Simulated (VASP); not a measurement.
# GaSb: single point with r2SCAN

GaSb:

```
CELL_PARAMETERS angstrom
3.08162 3.08162 0.00000
-3.08162 3.08162 0.00000
0.00000 3.08162 3.05103
ATOMIC_POSITIONS crystal
Ga 0.00000 0.00000 0.00000
Sb 0.75000 0.25000 0.50000
```

This cell differs from its parent crystal: in-plane strain +0.005, then relaxed in part.

```json
{
 "Program": "VASP 6.6.1",
 "Task": "single point",
 "Functional": "r2SCAN",
 "Potentials or basis": "VASP PAW PBE potentials, release 64 (Ga_d, Sb)",
 "Cutoff": "520 eV",
 "k mesh": "6 × 6 × 6",
 "Occupations": "gaussian, width 0.01 eV",
 "Spin": "no spin polarisation",
 "Dipole correction": "no",
 "Further INCAR settings": "ALGO = Normal; EDIFF = 1e-07; NBANDS = 16"
}
```

* Pressure: -0.2 GPa
* Band gap on the k mesh: 0.32 eV, direct

Stress tensor (GPa, compression positive):
```
-0.36  0.00  0.00
 0.00 -0.36  0.00
 0.00  0.00  0.12
```

Levels at points of the mesh, in eV from the valence-band top:
| k point | band 7 | band 8 | band 9 | band 10 | band 11 | band 12 |
| --- | --- | --- | --- | --- | --- | --- |
| (0.00, 0.00, 0.00) | -0.06 | -0.06 | 0.00 | 0.32 | 2.92 | 2.95 |
| (0.50, 0.00, 0.00) | -6.56 | -1.27 | -1.20 | 0.61 | 3.94 | 4.00 |
| (0.50, 0.50, 0.00) | -7.05 | -2.68 | -2.67 | 1.12 | 1.48 | 9.13 |
| (0.00, 0.00, 0.50) | -7.00 | -2.73 | -2.73 | 1.04 | 1.42 | 9.15 |

It took 53 s on 1 thread of Intel(R) Xeon(R) Platinum 8559C (Emerald Rapids), on a shared host, peak memory 0.19 GiB.

Caveat: the cell differs from its parent crystal (in-plane strain +0.005, then relaxed in part); the PAW data sets were made with another functional, which shifts forces and pressure a little; spin-orbit coupling is left out, which moves the levels of the heavy elements. A k mesh can miss the band edges.
